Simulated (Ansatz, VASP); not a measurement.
## Pd: VASP beside Ansatz

INCAR

```
SYSTEM = Pd
PREC = Accurate
ENCUT = 520
EDIFF = 1E-6
ISMEAR = -1
SIGMA = 0.05
LREAL = .FALSE.
LASPH = .TRUE.
NELM = 150
ALGO = Normal
ISIF = 2
LWAVE = .FALSE.
LCHARG = .FALSE.
ISPIN = 2
MAGMOM = 0.5 -0.5
LORBIT = 11
LMAXMIX = 4
NBANDS = 21
```

KPOINTS

```
Automatic mesh
0
G
  18 18 18
  0 0 0
```

Contents of POSCAR:

```
Pd
1.0
    0.0000000000      2.5375454346      2.5375454346
    2.5375454346      0.0000000000      2.5375454346
    2.5375454346      2.5375454346      0.0000000000
Pd
2
Direct
    0.0000000000      0.0000000000      0.0000000000
    0.5000000000      0.5000000000      0.5000000000
```

Input for Ansatz:

```yaml
crystal:
  lattice:
    - [0.0, 2.5375454346, 2.5375454346]
    - [2.5375454346, 0.0, 2.5375454346]
    - [2.5375454346, 2.5375454346, 0.0]
  atoms:
    - { symbol: Pd, position: [0.0, 0.0, 0.0], spin: 0.5 }
    - { symbol: Pd, position: [0.5, 0.5, 0.5], spin: -0.5 }
hamiltonian:
  xc: lda
  pseudopotentials:
    kind: paw
    azcp:
      Pd: "pseudopotentials/Pd.paw.azcp"
basis:
  ecutwfc: 420
  fft_grid_basis: typed
kpoints:
  mp_grid: { grid: [18, 18, 18], shift: [0, 0, 0] }
magnetization:
  spin_polarized: true
scf:
  occupations: { method: fermi_dirac, width: 0.05 }
```

Alike in both runs: task single point; functional LDA; k mesh 18 × 18 × 18; occupations fermi-dirac, width 0.05 eV; collinear spin.

```csv
,VASP,Ansatz
version,VASP 6.6.1,Ansatz 0.2.0
potentials or method,"VASP PAW LDA potentials, release 64 (Pd), cutoff 520 eV","plane waves (420 eV) with PAW, scalar-relativistic"
valence electrons in the cell,20,36
```

```csv
,VASP,Ansatz,Ansatz less VASP
net moment per atom (μB),0.00,0.00,0.000
```

Ansatz warns that its potentials were made for another functional, while VASP's fit it. LDA's correlation is that of Perdew and Zunger in VASP and of Perdew and Wang (1992) in Ansatz. VASP's potentials hold 20 valence electrons a cell and Ansatz's 36, so a difference there can come from the potentials and not from the codes. Ansatz's warnings: seeded moment not kept.
